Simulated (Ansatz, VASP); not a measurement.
# Two plane-wave programs on PtS2

INCAR

```
SYSTEM = PtS2
ALGO     = Normal         ! electronic algorithm
EDIFF    = 1E-6           ! SCF threshold, eV
ENCUT    = 500            ! plane-wave cutoff, eV
GGA      = PE             ! functional
GGA_COMPAT= .False.      
ISIF     = 2              ! what is computed and relaxed
ISMEAR   = 0              ! smearing method
LASPH    = .True.         ! aspherical terms in the spheres
LCHARG   = .False.        ! write CHGCAR
LREAL    = .False.        ! projectors in reciprocal space
LWAVE    = .False.        ! write WAVECAR
NBANDS   = 18             ! bands
NELM     = 120            ! most SCF steps
PREC     = Accurate       ! precision mode
SIGMA    = 0.01           ! smearing width, eV
```

KPOINTS

```
k-points
0
Gamma
  6 6 4
  0 0 0
```

The input POSCAR:

```
PtS2
1.0
    3.5431994758      0.0000000000      0.0000000000
   -1.7715997379      3.0685007567      0.0000000000
    0.0000000000      0.0000000000      5.0388000000
Pt S
1 2
Direct
    0.0000000000      0.0000000000      0.0000000000
    0.3333333333      0.6666666667      0.2500000000
    0.6666666667      0.3333333333      0.7500000000
```

Input for Ansatz:

```yaml
crystal:
  lattice:
    - [3.5431994758, 0.0, 0.0]
    - [-1.7715997379, 3.0685007567, 0.0]
    - [0.0, 0.0, 5.0388]
  atoms:
    - { symbol: Pt, position: [0.0, 0.0, 0.0] }
    - { symbol: S, position: [0.3333333333, 0.6666666667, 0.25] }
    - { symbol: S, position: [0.6666666667, 0.3333333333, 0.75] }
basis:
  ecutwfc: 420
kpoints:
  mp_grid: { grid: [6, 6, 4] }
hamiltonian:
  xc: pbe
scf:
  occupations: { method: fixed }
  mixing: { ndim: 3, preconditioner: kerker_dos }
  max_iter: 91
output:
  forces: true
  stress: true
  eigenvalues: true
```

Alike in both runs: task single point; functional PBE; k mesh 6 × 6 × 4; no spin polarisation.

|  | VASP | Ansatz |
| --- | --- | --- |
| version | VASP 6.6.1 | Ansatz 0.2.0 |
| potentials or method | VASP PAW PBE potentials, release 64 (Pt, S), cutoff 500 eV | scalar-relativistic, plane waves, PAW |
| occupations | gaussian, width 0.01 eV | fixed |
| valence electrons in the cell | 22 | 30 |

|  | VASP | Ansatz | Ansatz less VASP |
| --- | --- | --- | --- |
| gap on the k mesh at the Fermi level (eV) | 0.56 | 0.56 | -0.002 |
| least direct gap on the mesh (eV) | 1.31 | 1.31 | -0.005 |
| pressure (GPa) | 2.0 | 2.4 | +0.45 |
| traceless stress, the component that is largest in VASP (GPa) | -1.70 | -1.83 | -0.128 |
| rms of the force components (eV/Å) | 0.176 | 0.157 | -0.0188 |

Atom by atom the forces differ by 0.019 eV/Å (rms over components). VASP's potentials hold 22 valence electrons a cell and Ansatz's 30, so a difference there can come from the potentials and not from the codes.

Neither program's run includes spin-orbit coupling.
